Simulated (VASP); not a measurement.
# Li2S (Fm-3m) in VASP: single point with r2SCAN

Aim: the single point of Li2S with r2SCAN.

Everything below comes from runs of VASP 6.6.1. Logs are shortened: lines on timing, memory, paths and dates and some standing lists are left out, and cuts for length are marked.

## Step 1: The cell of the first run

Symmetry: Fm-3m, No. 225, cubic system. Conventional cell: a = 5.537 Å, b = 5.537 Å, c = 5.537 Å, α = 90.00°, β = 90.00°, γ = 90.00°. Within 3.2 Å of Li (site symmetry -43m) lie 4 S at 2.40 Å and 6 Li at 2.77 Å. S (site symmetry m-3m) has 8 Li at 2.40 Å within 3.2 Å.

## Step 2: Single point, r2SCAN (strain -0.030 along x and y, -0.030 along z)

Contents of POSCAR:

```
Li2S
1.0
    0.0000000000      2.7683800000      2.7683800000
    2.7683800000      0.0000000000      2.7683800000
    2.7683800000      2.7683800000      0.0000000000
Li S
2 1
Direct
    0.2500000000      0.2500000000      0.2500000000
    0.7500000000      0.7500000000      0.7500000000
    0.0000000000      0.0000000000      0.0000000000
```

Contents of INCAR.step1:

```
SYSTEM = Li2S
ALGO = Normal
EDIFF = 1E-5
ENCUT = 830
GGA = PE
GGA_COMPAT = .False.
ISMEAR = 0
LASPH = .True.
LCHARG = .False.
LREAL = .False.
LWAVE = .True.
NBANDS = 13
NELM = 120
PREC = Accurate
SIGMA = 0.05
```

Contents of INCAR.step2:

```
SYSTEM = Li2S
ALGO = Normal
EDIFF = 1E-6
ENCUT = 830
GGA_COMPAT = .False.
ISIF = 2
ISMEAR = 0
ISTART = 1
LASPH = .True.
LCHARG = .False.
LMIXTAU = .True.
LREAL = .False.
LWAVE = .False.
METAGGA = R2SCAN
NBANDS = 13
NELM = 120
PREC = Accurate
SIGMA = 0.05
```

Contents of KPOINTS:

```
k-points
0
Gamma
  8 8 8
  0 0 0
```

Potentials or basis: VASP PAW PBE potentials, release 64 (Li_sv, S).

Run with:

```console
$ cat potpaw_PBE.64/Li_sv/POTCAR potpaw_PBE.64/S/POTCAR > POTCAR
$ cp INCAR.step1 INCAR
$ mpirun -np 1 vasp_std > vasp.out
$ cp INCAR.step2 INCAR
$ mpirun -np 1 vasp_std > vasp.out
```

OUTCAR:

```text
SYSTEM = Li2S
   EDIFF = 1E-6
   ENCUT = 830
   ISIF = 2
   ISMEAR = 0
   ISTART = 1
   LASPH = .True.
   LREAL = .False.
   METAGGA = R2SCAN
   NELM = 120
   PREC = Accurate

 ion  position               nearest neighbor table
   1  0.250  0.250  0.250-   3 2.40   3 2.40   3 2.40   3 2.40
   2  0.750  0.750  0.750-   3 2.40   3 2.40   3 2.40   3 2.40
   3  0.000  0.000  0.000-   2 2.40   2 2.40   2 2.40   1 2.40   1 2.40   1 2.40   2 2.40   1 2.40

  LATTYP: Found a face centered cubic cell.
 ALAT       =     5.5367600000

  Lattice vectors:

 A1 = (   0.0000000000,   2.7683800000,   2.7683800000)
 A2 = (   2.7683800000,   0.0000000000,   2.7683800000)
 A3 = (   2.7683800000,   2.7683800000,   0.0000000000)

Analysis of symmetry for initial positions (statically):
=====================================================================
 Subroutine PRICEL returns:
 Original cell was already a primitive cell.

 Routine SETGRP: Setting up the symmetry group for a
 face centered cubic supercell.

 Subroutine GETGRP returns: Found 48 space group operations
 (whereof 48 operations were pure point group operations)
 out of a pool of 48 trial point group operations.

The static configuration has the point symmetry O_h .

Analysis of symmetry for dynamics (positions and initial velocities):
=====================================================================
 Subroutine PRICEL returns:
 Original cell was already a primitive cell.

 Routine SETGRP: Setting up the symmetry group for a
 face centered cubic supercell.

 Subroutine GETGRP returns: Found 48 space group operations
 (whereof 48 operations were pure point group operations)
 out of a pool of 48 trial point group operations.

The dynamic configuration has the point symmetry O_h .

 Subroutine INISYM returns: Found 48 space group operations
 (whereof 48 operations are pure point group operations),
 and found     1 'primitive' translations

----------------------------------------------------------------------------------------

                                     Primitive cell

  volume of cell :      42.4333

  direct lattice vectors                    reciprocal lattice vectors
     0.000000000  2.768380000  2.768380000    -0.180611043  0.180611043  0.180611043
     2.768380000  0.000000000  2.768380000     0.180611043 -0.180611043  0.180611043
     2.768380000  2.768380000  0.000000000     0.180611043  0.180611043 -0.180611043

  length of vectors
     3.915080542  3.915080542  3.915080542     0.312827503  0.312827503  0.312827503

  position of ions in fractional coordinates (direct lattice)
     0.250000000  0.250000000  0.250000000
     0.750000000  0.750000000  0.750000000
     0.000000000  0.000000000  0.000000000

  ion indices of the primitive-cell ions
   primitive index   ion index
                 1           1
                 2           2
                 3           3

----------------------------------------------------------------------------------------

 KPOINTS: k-points

Automatic generation of k-mesh.
 Grid dimensions read from file:
 generate k-points for:    8    8    8

 Generating k-lattice:

  Cartesian coordinates                     Fractional coordinates (reciprocal lattice)
    -0.022576380  0.022576380  0.022576380     0.125000000  0.000000000  0.000000000
     0.022576380 -0.022576380  0.022576380     0.000000000  0.125000000  0.000000000
     0.022576380  0.022576380 -0.022576380     0.000000000  0.000000000  0.125000000

  Length of vectors
     0.039103438  0.039103438  0.039103438

  Shift w.r.t. Gamma in fractional coordinates (k-lattice)
     0.000000000  0.000000000  0.000000000

 Subroutine IBZKPT returns following result:
 ===========================================

 Found     29 irreducible k-points:

 Following reciprocal coordinates:
            Coordinates               Weight
  0.000000  0.000000  0.000000      1.000000
  0.125000  0.000000  0.000000      8.000000
  0.250000  0.000000  0.000000      8.000000
  0.375000  0.000000  0.000000      8.000000
  0.500000  0.000000  0.000000      4.000000
  0.125000  0.125000  0.000000      6.000000
[... 16 lines left out ...]
  0.500000  0.250000  0.125000     48.000000
 -0.375000  0.250000  0.125000     24.000000
 [... further k-points ...]
   k-points           NKPTS =     29   k-points in BZ     NKDIM =     29   number of bands    NBANDS=     13
   number of dos      NEDOS =    301   number of ions     NIONS =      3
   total plane-waves  NPLWV =  64000
   dimension x,y,z NGX =    40 NGY =   40 NGZ =   40
   dimension x,y,z NGXF=    80 NGYF=   80 NGZF=   80
   ions per type =               2   1
   NGX,Y,Z   is equivalent  to a cutoff of  16.99, 16.99, 16.99 a.u.
   NGXF,Y,Z  is equivalent  to a cutoff of  33.97, 33.97, 33.97 a.u.
 SYSTEM =  Li2S
   PREC   = accura    normal or accurate (medium, high low for compatibility)
   ISTART =      1    job   : 0-new  1-cont  2-samecut
   ICHARG =      0    charge: 1-file 2-atom 10-const
   ISPIN  =      1    spin polarized calculation?
   LNONCOLLINEAR =      F non collinear calculations
   LSORBIT =      F    spin-orbit coupling
   LASPH  =      T    aspherical Exc in radial PAW
   ENCUT  =  830.0 eV  61.00 Ry    7.81 a.u.   9.20  9.20  9.20*2*pi/ulx,y,z
   NELM   =    120;   NELMIN=  2; NELMDL=  0     # of ELM steps
   EDIFF  = 0.1E-05   stopping-criterion for ELM
   LREAL  =      F    real-space projection
   EDIFFG = 0.1E-04   stopping-criterion for IOM
   NSW    =      0    number of steps for IOM
   IBRION =     -1    ionic relax: 0-MD 1-quasi-New 2-CG
   NFREE  =      0    steps in history (QN), initial steepest desc. (CG)
   ISIF   =      2    stress and relaxation
   ISYM   =      2    0-nonsym 1-usesym 2-fastsym
   POTIM  = 0.5000    time-step for ionic-motion
   TEBEG  =    0.0;   TEEND  =   0.0 temperature during run
   PSTRESS=    0.0 pullay stress
   NELECT =      12.0000    total number of electrons
   NUPDOWN=      -1.0000    fix difference up-down
   EMIN   =  10.00;   EMAX   =-10.00  energy-range for DOS
   EFERMI =   0.00;   METHOD = LEGACY
   ISMEAR =     0;   SIGMA  =   0.05  broadening in eV -4-tet -1-fermi 0-gaus
   EFERMI_NEDOS =   21; number of points for ismear=-14 and -15
   IALGO  =     38    algorithm
   IMIX   =      4    mixing-type and parameters
     AMIX     =   0.40;   BMIX     =  1.00
     AMIX_MAG =   1.60;   BMIX_MAG =  1.00
  volume/ion in A,a.u.               =      14.14        95.45
  Fermi-wavevector in a.u.,A,eV,Ry     =   1.074565  2.030634 15.710524  1.154691
  Thomas-Fermi vector in A             =   2.210397
   LORBIT       =      0    0 simple, 1 ext, 2 COOP (PROOUT), +10 PAW based schemes
   METAGGA = R2SCAN    functional components
   LHFCALC =     F    Hartree Fock is set to
   AEXX    =    0.0000 exact exchange contribution
   IVDW    =     0    specifies the selected vdW correction
   LEPSILON=     F    determine dielectric tensor
   LRPA    =     F    only Hartree local field effects (RPA)
 non-spin polarized calculation
 Gauss-broadening in eV      SIGMA  =   0.05
  energy-cutoff  :      830.00
  volume of cell :       42.43
 maximum number of plane-waves:      2332
 NGX is ok and might be reduce to    40
   NGX = 19   NGY = 19   NGZ = 19

 number of electron      11.9999996 magnetization

 Free energy of the ion-electron system (eV)
  ---------------------------------------------------
  ext. energy  EPLUGINS =         0.00000000
  ---------------------------------------------------
  free energy    TOTEN  =       -17.34295785 eV

  energy without entropy =      -17.34295785  energy(sigma->0) =      -17.34295785

 E-fermi :   2.1135     XC(G=0):  -9.2624

 val. band max:        1.7394914962   @ k =   0.0000   0.0000   0.0000
 cond. band min:       5.5373500127   @ k =   0.5000   0.5000   0.0000
 fundamental gap:      3.7978585165
 Fermi energy:         2.1134540809

 k-point     1 :       0.0000    0.0000    0.0000
  band No.  band energies     occupation
      1     -43.7059      2.00000
      2     -43.6482      2.00000
      3      -9.9848      2.00000
      4       1.7395      2.00000
      5       1.7395      2.00000
      6       1.7395      2.00000
      7       7.2457      0.00000
      8       8.6733      0.00000
      9       8.6733      0.00000
     10       8.6733      0.00000
     11      13.7172      0.00000
     12      13.7172      0.00000
     13      15.6258      0.00000

 k-point     2 :       0.1250    0.0000    0.0000
  band No.  band energies     occupation
      1     -43.7035      2.00000
      2     -43.6502      2.00000
      3      -9.9188      2.00000
      4       1.1012      2.00000
      5       1.6398      2.00000
      6       1.6398      2.00000
      7       7.6571      0.00000
      8       8.9386      0.00000
      9       8.9386      0.00000
     10       9.1263      0.00000
     11      12.8100      0.00000
     12      12.8100      0.00000
     13      15.8166      0.00000

 k-point     3 :       0.2500    0.0000    0.0000
  band No.  band energies     occupation
      1     -43.6967      2.00000
      2     -43.6560      2.00000
      3      -9.7483      2.00000
      4      -0.1001      2.00000
      5       1.4244      2.00000
      6       1.4244      2.00000
      7       8.2938      0.00000
      8       9.2731      0.00000
      9       9.2731      0.00000
     10      10.1965      0.00000
     11      12.4869      0.00000
     12      12.4869      0.00000
     13      16.3833      0.00000

 k-point     4 :       0.3750    0.0000    0.0000
  band No.  band energies     occupation
      1     -43.6869      2.00000
      2     -43.6649      2.00000
      3      -9.5589      2.00000
      4      -1.0714      2.00000
      5       1.2366      2.00000
      6       1.2366      2.00000
      7       8.8561      0.00000
      8       9.1072      0.00000
      9       9.1072      0.00000
     10      11.0407      0.00000
     11      13.7710      0.00000
     12      13.7710      0.00000
     13      17.0820      0.00000

 k-point     5 :       0.5000    0.0000    0.0000
  band No.  band energies     occupation
      1     -43.6758      2.00000
      2     -43.6756      2.00000
      3      -9.4736      2.00000
      4      -1.4372      2.00000
      5       1.1653      2.00000
      6       1.1653      2.00000
      7       8.9622      0.00000
      8       8.9622      0.00000
      9       9.1096      0.00000
     10      11.3130      0.00000
     11      15.7940      0.00000
     12      15.7940      0.00000
     13      16.3631      0.00000
[... 257 lines left out ...]
 k-point    22 :       0.3750    0.2500    0.1250
  band No.  band energies     occupation
      1     -43.6924      2.00000
      2     -43.6596      2.00000
      3      -9.6193      2.00000
      4      -0.2320      2.00000
      5       0.6259      2.00000
      6       1.1605      2.00000
      7       8.0318      0.00000
      8       9.7001      0.00000
      9       9.7443      0.00000
     10      10.8748      0.00000
     11      11.8996      0.00000
     12      15.1365      0.00000
     13      18.0071      0.00000

 k-point    23 :       0.5000    0.2500    0.1250
  band No.  band energies     occupation
      1     -43.6844      2.00000
      2     -43.6668      2.00000
      3      -9.4636      2.00000
      4      -0.8457      2.00000
      5       0.3811      2.00000
      6       0.8888      2.00000
      7       8.1674      0.00000
      8       9.5293      0.00000
      9      10.7450      0.00000
     10      11.2682      0.00000
     11      12.9811      0.00000
     12      15.6802      0.00000
     13      16.8566      0.00000

 k-point    24 :      -0.3750    0.2500    0.1250
  band No.  band energies     occupation
      1     -43.6755      2.00000
      2     -43.6754      2.00000
      3      -9.3946      2.00000
      4      -1.1131      2.00000
      5       0.3698      2.00000
      6       0.7172      2.00000
      7       8.2346      0.00000
      8       9.4193      0.00000
      9      11.2140      0.00000
     10      11.8996      0.00000
     11      13.3495      0.00000
     12      14.9223      0.00000
     13      16.5174      0.00000

 [... further k-points ...]
[... 5 lines left out ...]
  --------------------------------------------------------------------------------------
  -------------------------------------------------------------------------------------
  Total        1.0334608      1.0334608      1.0334608      0.0000000      0.0000000     -0.0000000
  in kB       39.0209181     39.0209181     39.0209181      0.0000000      0.0000000     -0.0000000
  external PRESSURE =      39.0209181 kB  Pullay stress =       0.0000000 kB

 VOLUME and BASIS-vectors are now :
 -----------------------------------------------------------------------------
  energy-cutoff  :      830.00
  volume of cell :       42.43
      direct lattice vectors                 reciprocal lattice vectors
     0.000000000  2.768380000  2.768380000    -0.180611043  0.180611043  0.180611043
     2.768380000  0.000000000  2.768380000     0.180611043 -0.180611043  0.180611043
     2.768380000  2.768380000  0.000000000     0.180611043  0.180611043 -0.180611043

 POSITION                                       TOTAL-FORCE (eV/Angst)
 -----------------------------------------------------------------------------------
      1.38419      1.38419      1.38419        -0.000000     -0.000000      0.000000
      4.15257      4.15257      4.15257         0.000000      0.000000     -0.000000
      0.00000      0.00000      0.00000         0.000000      0.000000     -0.000000
 -----------------------------------------------------------------------------------
    total drift:                                0.000000     -0.000000      0.000000

  FREE ENERGIE OF THE ION-ELECTRON SYSTEM (eV)
  ---------------------------------------------------
  free  energy   TOTEN  =       -17.3429578521 eV

  energy  without entropy=      -17.3429578521  energy(sigma->0) =      -17.34295785
```

Run time: 5.3 min. Hardware: 1 thread of Intel Xeon 8259CL, shared host; peak memory 0.27 GiB.

What came out:

```yaml
Free_energy: -17.3430 eV
Pressure: 3.9 GPa
Band_gap_on_the_k_mesh: 3.80 eV, indirect (least direct gap 5.41 eV)
```

Levels at points of the mesh, in eV from the valence-band top:
```
           k point  band 2  band 3  band 4  band 5  band 6  band 7  band 8  band 9  band 10  band 11
(0.00, 0.00, 0.00)  -45.39  -11.72    0.00    0.00    0.00    5.51    6.93    6.93     6.93    11.98
(0.50, 0.00, 0.00)  -45.42  -11.21   -3.18   -0.57   -0.57    7.22    7.22    7.37     9.57    14.05
(0.50, 0.50, 0.00)  -45.41  -11.07   -2.34   -1.61   -1.61    3.80    8.10   12.81    12.81    13.75
```

Caveat: the cell differs from its parent crystal (strain -0.030 along x and y, -0.030 along z); the PAW data sets were made with another functional, which shifts forces and pressure a little.
